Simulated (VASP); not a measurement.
# BeH in VASP: a series of runs, part 2 of 2

VASP 6.6.1.

**4. Single point, PBE**

This run uses another cell than the first one: it holds 4 atoms, not 8.

INCAR reads:

```
SYSTEM = BeH
  ALGO = Normal
  EDIFF = 1E-6
  ENCUT = 520
  GGA = PE
  ISIF = 2
  ISMEAR = 0
  LASPH = .True.
  LCHARG = .False.
  LREAL = .False.
  LWAVE = .False.
  NBANDS = 11
  NELM = 60
  PREC = Accurate
  SIGMA = 0.02
```

KPOINTS reads:

```
k-points
0
Gamma
  12 8 6
  0 0 0
```

POSCAR reads:

```
BeH
1.0
    2.3853985990      0.0000000000      0.0000000000
    0.0000000000      3.9933718702      0.0000000000
    0.0000000000      0.0000000000      5.3041504936
Be H
2 2
Direct
    0.5000000000      0.2416028830      0.0000000000
    0.5000000000      0.7583971170      0.0000000000
    0.5000000000      0.0000000000      0.7961655449
    0.5000000000      0.0000000000      0.2038344551
```

Potentials or basis: VASP PAW PBE potentials, release 64 (Be, H).

Command:

```bash
$ cat potpaw_PBE.64/Be/POTCAR potpaw_PBE.64/H/POTCAR > POTCAR
$ mpirun -np 1 vasp_std > vasp.out
```

OUTCAR:

```text
SYSTEM = BeH
   EDIFF = 1E-6
   ENCUT = 520
   GGA = PE
   ISIF = 2
   ISMEAR = 0
   LASPH = .True.
   LREAL = .False.
   NELM = 60
   PREC = Accurate

 ion  position               nearest neighbor table
   1  0.500  0.242  0.000-   3 1.45   4 1.45   2 1.93   2 2.06
   2  0.500  0.758  0.000-   3 1.45   4 1.45   1 1.93   1 2.06
   3  0.500  0.000  0.796-   1 1.45   2 1.45
   4  0.500  0.000  0.204-   1 1.45   2 1.45

  LATTYP: Found a simple orthorhombic cell.
 ALAT       =     2.3853985990
 B/A-ratio  =     1.6740899705
 C/A-ratio  =     2.2235908480

  Lattice vectors:

 A1 = (   2.3853985990,   0.0000000000,   0.0000000000)
 A2 = (   0.0000000000,   3.9933718702,   0.0000000000)
 A3 = (   0.0000000000,   0.0000000000,   5.3041504936)

Analysis of symmetry for initial positions (statically):
=====================================================================
 Subroutine PRICEL returns:
 Original cell was already a primitive cell.

 Routine SETGRP: Setting up the symmetry group for a
 simple orthorhombic supercell.

[... 183 lines left out ...]
      4       2.6824      0.00000
      5       3.0350      0.00000
      6       5.7241      0.00000
      7       6.2956      0.00000
      8       9.9086      0.00000
      9      11.0588      0.00000
     10      12.8759      0.00000
     11      13.4968      0.00000
[... 309 lines left out ...]
 k-point    24 :       0.1667    0.3750    0.0000
  band No.  band energies     occupation
      1      -8.1932      2.00000
      2      -4.3319      2.00000
      3      -3.9444      2.00000
      4       2.1884      0.00000
      5       4.0367      0.00000
      6       5.6865      0.00000
      7       6.7275      0.00000
      8       8.2401      0.00000
      9      12.2965      0.00000
     10      13.5104      0.00000
     11      13.8067      0.00000

 [... further k-points ...]

------------------------ aborting loop because EDIFF is reached ----------------------------------------

  FORCE on cell =-STRESS in cart. coord.  units (eV):
  Direction    XX          YY          ZZ          XY          YZ          ZX
  --------------------------------------------------------------------------------------
  -------------------------------------------------------------------------------------
  Total       -0.0165062      0.0111898      0.0105966      0.0000000      0.0000000      0.0000000
  in kB       -0.5234101      0.3548256      0.3360167      0.0000000      0.0000000      0.0000000
  external PRESSURE =       0.0558107 kB  Pullay stress =       0.0000000 kB

 VOLUME and BASIS-vectors are now :
 -----------------------------------------------------------------------------
  energy-cutoff  :      520.00
  volume of cell :       50.53
      direct lattice vectors                 reciprocal lattice vectors
     2.385398599  0.000000000  0.000000000     0.419217149  0.000000000  0.000000000
     0.000000000  3.993371870  0.000000000     0.000000000  0.250414946  0.000000000
     0.000000000  0.000000000  5.304150494     0.000000000  0.000000000  0.188531604

 POSITION                                       TOTAL-FORCE (eV/Angst)
 -----------------------------------------------------------------------------------
      1.19270      0.96481      0.00000         0.000000      0.028233     -0.000000
      1.19270      3.02856      0.00000        -0.000000     -0.028233     -0.000000
      1.19270      0.00000      4.22298         0.000000      0.000000     -0.014293
      1.19270      0.00000      1.08117         0.000000     -0.000000      0.014293
 -----------------------------------------------------------------------------------
    total drift:                                0.000000     -0.000000      0.000000

  FREE ENERGIE OF THE ION-ELECTRON SYSTEM (eV)
  ---------------------------------------------------
  free  energy   TOTEN  =       -12.8546765327 eV

  energy  without entropy=      -12.8546765327  energy(sigma->0) =      -12.85467653
```

OSZICAR:

```text
N       E                     dE             d eps       ncg     rms          rms(c)
DAV:   1    -0.109979067317E+01   -0.10998E+01   -0.22078E+03  3080   0.408E+02
DAV:   2    -0.135889650176E+02   -0.12489E+02   -0.12135E+02  3992   0.712E+01
DAV:   3    -0.140236488081E+02   -0.43468E+00   -0.43379E+00  4134   0.113E+01
DAV:   4    -0.140254788876E+02   -0.18301E-02   -0.18299E-02  3907   0.757E-01
DAV:   5    -0.140254864644E+02   -0.75768E-05   -0.75767E-05  3975   0.467E-02    0.497E+00
DAV:   6    -0.132000914637E+02    0.82540E+00   -0.63990E-01  3332   0.298E+00    0.274E+00
DAV:   7    -0.128477116571E+02    0.35238E+00   -0.98002E-01  3537   0.388E+00    0.434E-01
DAV:   8    -0.128534781493E+02   -0.57665E-02   -0.54214E-02  3316   0.115E+00    0.140E-01
DAV:   9    -0.128539669103E+02   -0.48876E-03   -0.74047E-03  3546   0.374E-01    0.911E-02
DAV:  10    -0.128546437489E+02   -0.67684E-03   -0.64935E-04  3227   0.160E-01    0.114E-02
DAV:  11    -0.128546727878E+02   -0.29039E-04   -0.47035E-05  3623   0.494E-02    0.743E-03
DAV:  12    -0.128546764842E+02   -0.36964E-05   -0.43231E-06  3413   0.148E-02    0.172E-03
DAV:  13    -0.128546765327E+02   -0.48508E-07   -0.22225E-07  3714   0.351E-03
   1 F= -.12854677E+02 E0= -.12854677E+02  d E =-.191112E-12
```

Run time: 30 s. Hardware: 1 thread of AMD EPYC 9R45 (Zen 5), shared host; peak memory 0.16 GiB.

What came out:

```yaml
Free_energy: -12.8547 eV
Pressure: 0.0 GPa
Largest_force: 0.028 eV/Å
Band_gap_on_the_k_mesh: 0.71 eV (least direct gap 0.89 eV)
```

Forces in eV/Å, atoms in the order of the input:
```
Be   0.000  0.028  0.000
Be   0.000 -0.028  0.000
H    0.000  0.000 -0.014
H    0.000  0.000  0.014
```

Levels at points of the mesh, in eV from the valence-band top:
```
           k point  band 1  band 2  band 3  band 4  band 5  band 6  band 7
(0.00, 0.00, 0.00)   -8.22   -4.39   -2.12    3.60    3.96    6.65    7.22
(0.50, 0.00, 0.00)   -4.29   -1.88   -1.59    2.20    5.47    8.13    9.57
(0.00, 0.50, 0.00)   -7.75   -3.82   -3.82    2.08    4.81    6.53    9.40
(0.50, 0.50, 0.00)   -4.18   -1.21   -0.04    0.85    1.85    6.37    9.71
(0.00, 0.00, 0.50)   -8.11   -4.79   -2.08    4.12    5.80    6.21    7.15
(0.50, 0.00, 0.50)   -4.20   -1.83   -1.82    2.25    5.49    6.81    9.94
(0.00, 0.50, 0.50)   -7.65   -4.17   -3.73    1.35    7.74    8.44    9.45
(0.50, 0.50, 0.50)   -4.10   -1.42    0.00    0.89    1.93    5.96    8.53
```
